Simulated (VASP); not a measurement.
# C (Fd-3m) in VASP: single point with LDA

Aim: the single point of C with LDA.

All numbers are computed with VASP 6.6.1; they aren't measurements. Logs are shortened: lines on timing, memory, paths and dates and some standing lists are left out, and cuts for length are marked.

## Step 1: The cell of the first run

The structure is cubic, space group Fd-3m (No. 227). Conventional cell: a = 3.567 Å, b = 3.567 Å, c = 3.567 Å, α = 90.00°, β = 90.00°, γ = 90.00°. Within 2.1 Å of C (site symmetry -43m) lie 4 C at 1.54 Å.

## Step 2: Single point, LDA

INCAR reads:

```
SYSTEM = C
ALGO = Normal
EDIFF = 1E-6
ENCUT = 910
GGA = CA
GGA_COMPAT = .FALSE.
ISIF = 2
ISMEAR = 0
LASPH = .TRUE.
LCHARG = .FALSE.
LREAL = .FALSE.
LWAVE = .FALSE.
NBANDS = 36
NELM = 120
PREC = Accurate
SIGMA = 0.05
```

KPOINTS reads:

```
k-points
0
G
  10 10 2
  0 0 0
```

POSCAR reads:

```
C
1.0
    1.7834000000     -1.7834000000      0.0000000000
    1.7834000000      0.0000000000     -1.7834000000
    7.1336000000      7.1336000000      7.1336000000
C
12
Direct
    0.6666666667      0.6666666667      0.4166666667
    0.0000000000      0.0000000000      0.2500000000
    0.3333333333      0.3333333333      0.5833333333
    0.6666666667      0.6666666667      0.9166666667
    1.0000000000      1.0000000000      0.7500000000
    0.3333333333      0.3333333333      0.0833333333
    0.6666666667      0.6666666667      0.5416666667
    1.0000000000      1.0000000000      0.3750000000
    0.3333333333      0.3333333333      0.7083333333
    0.6666666667      0.6666666667      0.0416666667
    0.0000000000      0.0000000000      0.8750000000
    0.3333333333      0.3333333333      0.2083333333
```

Potentials or basis: VASP PAW LDA potentials, release 64 (C_h).

On the command line:

```sh
$ cat potpaw_LDA.64/C_h/POTCAR > POTCAR
$ mpirun -np 1 vasp_std > vasp.out
```

OUTCAR:

```text
SYSTEM = C
   EDIFF = 1E-6
   ENCUT = 910
   GGA = CA
   ISIF = 2
   ISMEAR = 0
   LASPH = .TRUE.
   LREAL = .FALSE.
   NELM = 120
   PREC = Accurate

 ion  position               nearest neighbor table
   1  0.667  0.667  0.417-
   2  0.000  0.000  0.250-
   3  0.333  0.333  0.583-
   4  0.667  0.667  0.917-
   5  0.000  0.000  0.750-
   6  0.333  0.333  0.083-
   7  0.667  0.667  0.542-
   8  0.000  0.000  0.375-
   9  0.333  0.333  0.708-
  10  0.667  0.667  0.042-
  11  0.000  0.000  0.875-
  12  0.333  0.333  0.208-

  LATTYP: Found a hexagonal cell.
 ALAT       =     2.5221084671
 C/A-ratio  =     4.8989794856

  Lattice vectors:

 A1 = (  -1.7834000000,   0.0000000000,   1.7834000000)
 A2 = (   1.7834000000,  -1.7834000000,   0.0000000000)
 A3 = (   7.1336000000,   7.1336000000,   7.1336000000)

Analysis of symmetry for initial positions (statically):
=====================================================================
 Subroutine PRICEL returns following result:

  LATTYP: Found a face centered cubic cell.
 ALAT       =     3.5668000005

  Lattice vectors:

 A1 = (  -1.7834000004,  -1.7834000002,  -0.0000000002)
 A2 = (  -0.0000000011,  -1.7834000005,   1.7833999995)
 A3 = (  -1.7834000000,   0.0000000000,   1.7834000000)

   6 primitive cells build up your supercell.

 Routine SETGRP: Setting up the symmetry group for a
 hexagonal supercell.

 Subroutine GETGRP returns: Found 12 space group operations
 (whereof  6 operations were pure point group operations)
 out of a pool of 24 trial point group operations.

The static configuration has the point symmetry C_3v.
 The point group associated with its full space group is D_3d.

Analysis of symmetry for dynamics (positions and initial velocities):
=====================================================================
 Subroutine PRICEL returns following result:

  LATTYP: Found a face centered cubic cell.
 ALAT       =     3.5668000005

  Lattice vectors:

 A1 = (  -1.7834000004,  -1.7834000002,  -0.0000000002)
 A2 = (  -0.0000000011,  -1.7834000005,   1.7833999995)
 A3 = (  -1.7834000000,   0.0000000000,   1.7834000000)

   6 primitive cells build up your supercell.

 Routine SETGRP: Setting up the symmetry group for a
 hexagonal supercell.

 Subroutine GETGRP returns: Found 12 space group operations
 (whereof  6 operations were pure point group operations)
 out of a pool of 24 trial point group operations.

The dynamic configuration has the point symmetry C_3v.
 The point group associated with its full space group is D_3d.

 Subroutine INISYM returns: Found 12 space group operations
 (whereof  6 operations are pure point group operations),
 and found     6 'primitive' translations

----------------------------------------------------------------------------------------

                                     Primitive cell

  volume of cell :      11.3443

  direct lattice vectors                    reciprocal lattice vectors
    -1.783400000 -1.783400000 -0.000000000    -0.280363351 -0.280363351 -0.280363351
    -0.000000001 -1.783400001  1.783399999     0.280363351 -0.280363351  0.280363351
    -1.783400000  0.000000000  1.783400000    -0.280363351  0.280363351  0.280363351

  length of vectors
     2.522108468  2.522108467  2.522108467     0.485603568  0.485603568  0.485603568

  position of ions in fractional coordinates (direct lattice)
     0.499999999  0.500000000  0.500000000
     0.749999999  0.750000000  0.750000000

  ion indices of the primitive-cell ions
   primitive index   ion index
                 1           1
                 2           7

----------------------------------------------------------------------------------------

 KPOINTS: k-points

Automatic generation of k-mesh.
 Grid dimensions read from file:
 generate k-points for:   10   10    2

 Generating k-lattice:

  Cartesian coordinates                     Fractional coordinates (reciprocal lattice)
     0.018690890 -0.037381780  0.018690890     0.100000000  0.000000000  0.000000000
     0.018690890  0.018690890 -0.037381780     0.000000000  0.100000000  0.000000000
     0.023363613  0.023363613  0.023363613     0.000000000  0.000000000  0.500000000

  Length of vectors
     0.045783143  0.045783143  0.040466964

  Shift w.r.t. Gamma in fractional coordinates (k-lattice)
     0.000000000  0.000000000  0.000000000

 Subroutine IBZKPT returns following result:
 ===========================================

 Found     28 irreducible k-points:

 Following reciprocal coordinates:
            Coordinates               Weight
  0.000000  0.000000  0.000000      1.000000
  0.100000  0.000000  0.000000      6.000000
  0.200000  0.000000  0.000000      6.000000
  0.300000  0.000000  0.000000      6.000000
  0.400000  0.000000  0.000000      6.000000
  0.500000  0.000000  0.000000      3.000000
[... 16 lines left out ...]
  0.400000  0.100000  0.500000     12.000000
  0.500000  0.100000  0.500000     12.000000
 [... further k-points ...]
   k-points           NKPTS =     28   k-points in BZ     NKDIM =     28   number of bands    NBANDS=     36
   number of dos      NEDOS =    301   number of ions     NIONS =     12
   total plane-waves  NPLWV =  98784
   dimension x,y,z NGX =    28 NGY =   28 NGZ =  126
   dimension x,y,z NGXF=    56 NGYF=   56 NGZF=  252
   ions per type =              12
   NGX,Y,Z   is equivalent  to a cutoff of  18.46, 18.46, 16.95 a.u.
   NGXF,Y,Z  is equivalent  to a cutoff of  36.91, 36.91, 33.91 a.u.
 SYSTEM =  C
   PREC   = accura    normal or accurate (medium, high low for compatibility)
   ISTART =      0    job   : 0-new  1-cont  2-samecut
   ICHARG =      2    charge: 1-file 2-atom 10-const
   ISPIN  =      1    spin polarized calculation?
   LNONCOLLINEAR =      F non collinear calculations
   LSORBIT =      F    spin-orbit coupling
   LASPH  =      T    aspherical Exc in radial PAW
   ENCUT  =  910.0 eV  66.88 Ry    8.18 a.u.   6.20  6.20 30.39*2*pi/ulx,y,z
   NELM   =    120;   NELMIN=  2; NELMDL= -5     # of ELM steps
   EDIFF  = 0.1E-05   stopping-criterion for ELM
   LREAL  =      F    real-space projection
   EDIFFG = 0.1E-04   stopping-criterion for IOM
   NSW    =      0    number of steps for IOM
   IBRION =     -1    ionic relax: 0-MD 1-quasi-New 2-CG
   NFREE  =      0    steps in history (QN), initial steepest desc. (CG)
   ISIF   =      2    stress and relaxation
   ISYM   =      2    0-nonsym 1-usesym 2-fastsym
   POTIM  = 0.5000    time-step for ionic-motion
   TEBEG  =    0.0;   TEEND  =   0.0 temperature during run
   PSTRESS=    0.0 pullay stress
   NELECT =      48.0000    total number of electrons
   NUPDOWN=      -1.0000    fix difference up-down
   EMIN   =  10.00;   EMAX   =-10.00  energy-range for DOS
   EFERMI =   0.00;   METHOD = LEGACY
   ISMEAR =     0;   SIGMA  =   0.05  broadening in eV -4-tet -1-fermi 0-gaus
   EFERMI_NEDOS =   21; number of points for ismear=-14 and -15
   IALGO  =     38    algorithm
   IMIX   =      4    mixing-type and parameters
     AMIX     =   0.40;   BMIX     =  1.00
     AMIX_MAG =   1.60;   BMIX_MAG =  1.00
  volume/ion in A,a.u.               =       5.67        38.28
  Fermi-wavevector in a.u.,A,eV,Ry     =   1.457178  2.753668 28.890189  2.123369
  Thomas-Fermi vector in A             =   2.574010
   LORBIT       =      0    0 simple, 1 ext, 2 COOP (PROOUT), +10 PAW based schemes
   GGA     = CA    functional components
   LHFCALC =     F    Hartree Fock is set to
   AEXX    =    0.0000 exact exchange contribution
   IVDW    =     0    specifies the selected vdW correction
   LEPSILON=     F    determine dielectric tensor
   LRPA    =     F    only Hartree local field effects (RPA)
 non-spin polarized calculation
 Gauss-broadening in eV      SIGMA  =   0.05
  energy-cutoff  :      910.00
  volume of cell :       68.07
 maximum number of plane-waves:      4261
 NGX is ok and might be reduce to    28
   NGX = 13   NGY = 13   NGZ = 61

 number of electron      48.0000000 magnetization

 Free energy of the ion-electron system (eV)
  ---------------------------------------------------
  ext. energy  EPLUGINS =         0.00000000
  ---------------------------------------------------
  free energy    TOTEN  =      -121.53222922 eV

  energy without entropy =     -121.53222922  energy(sigma->0) =     -121.53222922

 E-fermi :  11.1392     XC(G=0): -13.6497

 val. band max:       10.8654159053   @ k =   0.0000   0.0000   0.0000
 cond. band min:      15.0077811796   @ k =   0.4000   0.0000   0.5000
 fundamental gap:      4.1423652744
 Fermi energy:        11.1392307132

 k-point     1 :       0.0000    0.0000    0.0000
  band No.  band energies     occupation
      1     -10.4534      2.00000
      2      -9.6875      2.00000
      3      -9.6875      2.00000
      4      -7.4363      2.00000
      5      -7.4363      2.00000
      6      -4.6133      2.00000
[... 28 lines left out ...]
     35      19.0866      0.00000
     36      19.1429      0.00000

 k-point     2 :       0.1000    0.0000    0.0000
  band No.  band energies     occupation
      1     -10.2076      2.00000
      2      -9.4435      2.00000
      3      -9.4433      2.00000
      4      -7.1999      2.00000
      5      -7.1990      2.00000
      6      -4.3976      2.00000
[... 28 lines left out ...]
     35      19.2521      0.00000
     36      19.3189      0.00000
[... 817 lines left out ...]
     35      20.2825      0.00000
     36      21.2060      0.00000

 k-point    24 :       0.5000    0.1000    0.5000
  band No.  band energies     occupation
      1      -5.3534      2.00000
      2      -5.2846      2.00000
      3      -4.3158      2.00000
      4      -3.8391      2.00000
      5      -3.2785      2.00000
      6      -2.0073      2.00000
[... 28 lines left out ...]
     35      20.8720      0.00000
     36      21.3289      0.00000

 [... further k-points ...]

------------------------ aborting loop because EDIFF is reached ----------------------------------------

  FORCE on cell =-STRESS in cart. coord.  units (eV):
  Direction    XX          YY          ZZ          XY          YZ          ZX
  --------------------------------------------------------------------------------------
  -------------------------------------------------------------------------------------
  Total       -5.3183740     -5.3183740     -5.3183740     -0.0010681     -0.0010681     -0.0010681
  in kB     -125.1877764   -125.1877764   -125.1877764     -0.0251424     -0.0251424     -0.0251424
  external PRESSURE =    -125.1877764 kB  Pullay stress =       0.0000000 kB

 VOLUME and BASIS-vectors are now :
 -----------------------------------------------------------------------------
  energy-cutoff  :      910.00
  volume of cell :       68.07
      direct lattice vectors                 reciprocal lattice vectors
     1.783400000 -1.783400000  0.000000000     0.186908901 -0.373817801  0.186908901
     1.783400000  0.000000000 -1.783400000     0.186908901  0.186908901 -0.373817801
     7.133600000  7.133600000  7.133600000     0.046727225  0.046727225  0.046727225

 POSITION                                       TOTAL-FORCE (eV/Angst)
 -----------------------------------------------------------------------------------
      5.35020      1.78340      1.78340        -0.000019     -0.000019     -0.000019
      1.78340      1.78340      1.78340        -0.000019     -0.000019     -0.000019
      5.35020      3.56680      3.56680        -0.000019     -0.000019     -0.000019
      8.91700      5.35020      5.35020        -0.000019     -0.000019     -0.000019
      5.35020      5.35020      5.35020        -0.000019     -0.000019     -0.000019
      1.78340     -0.00000     -0.00000        -0.000019     -0.000019     -0.000019
      6.24190      2.67510      2.67510         0.000019      0.000019      0.000019
      2.67510      2.67510      2.67510         0.000019      0.000019      0.000019
      6.24190      4.45850      4.45850         0.000019      0.000019      0.000019
      2.67510     -0.89170     -0.89170         0.000019      0.000019      0.000019
      6.24190      6.24190      6.24190         0.000019      0.000019      0.000019
      2.67510      0.89170      0.89170         0.000019      0.000019      0.000019
 -----------------------------------------------------------------------------------
    total drift:                               -0.000002     -0.000002     -0.000002

  FREE ENERGIE OF THE ION-ELECTRON SYSTEM (eV)
  ---------------------------------------------------
  free  energy   TOTEN  =      -121.5322292216 eV

  energy  without entropy=     -121.5322292216  energy(sigma->0) =     -121.53222922
```

It took 77 s on 1 thread of Intel Xeon 6975P-C (Granite Rapids), shared host; peak memory 0.27 GiB.

Results:

* Free energy: -121.5322 eV
* Pressure: -12.5 GPa
* Band gap on the k mesh: 4.14 eV

Caveat: the cutoff is under 1.25 times the usual one of these potentials, so pressure, stress and relaxed cells hold a basis-set (Pulay) error; the cell stands under tension. A k mesh can miss the band edges.
